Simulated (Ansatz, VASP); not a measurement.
## One calculation of C, two programs

File INCAR:

```
ALGO = Normal
EDIFF = 1E-6
ENCUT = 520
GGA = PE
ISIF = 2
ISMEAR = 0
LASPH = True
LCHARG = False
LREAL = False
LWAVE = False
NBANDS = 11
NELM = 80
PREC = Accurate
SIGMA = 0.05
```

Contents of KPOINTS:

```
k-points
0
Gamma
  12 12 12
```

The input POSCAR:

```
C
1.0
    0.0000000000      1.7857443727      1.7432436566
    1.7857443727      0.0000000000      1.7432436566
    1.7857443727      1.7857443727      0.0000000000
C
2
Direct
    0.5000000000      0.5000000000      0.5000000000
    0.7500000000      0.7500000000      0.7500000000
```

Input for Ansatz:

```yaml
crystal:
  lattice:
    - [0.0, 1.7857443727, 1.7432436566]
    - [1.7857443727, 0.0, 1.7432436566]
    - [1.7857443727, 1.7857443727, 0.0]
  atoms:
    - { symbol: C, position: [0.5, 0.5, 0.5] }
    - { symbol: C, position: [0.75, 0.75, 0.75] }
basis:
  ecutwfc: 520.0
kpoints:
  mp_grid: { grid: [12, 12, 12] }
hamiltonian:
  xc: pbe
  pseudopotentials: { kind: paw, azcp: { folder: soft_1 } }
scf:
  occupations: { method: gaussian, width: 0.05 }
output:
  forces: true
  stress: true
  eigenvalues: true
```

Alike in both runs: task single point; functional PBE; k mesh 12 × 12 × 12; occupations gaussian, width 0.05 eV; no spin polarisation.

|  | VASP | Ansatz |
| --- | --- | --- |
| version | VASP 6.6.1 | Ansatz 0.2.0 |
| potentials or method | VASP PAW PBE potentials, release 64 (C), cutoff 520 eV | scalar-relativistic, plane waves, PAW |
| valence electrons in the cell | 8 | 8 |

```tsv
	VASP	Ansatz	Ansatz less VASP
gap on the k mesh at the Fermi level (eV)	3.59	3.59	+0.009
least direct gap on the mesh (eV)	5.21	5.22	+0.004
pressure (GPa)	11.7	11.0	-0.72
traceless stress, the component that is largest in VASP (GPa)	14.88	14.88	+0.004
```

With one functional, cell and mesh, what is left measures potentials, basis and numerics.
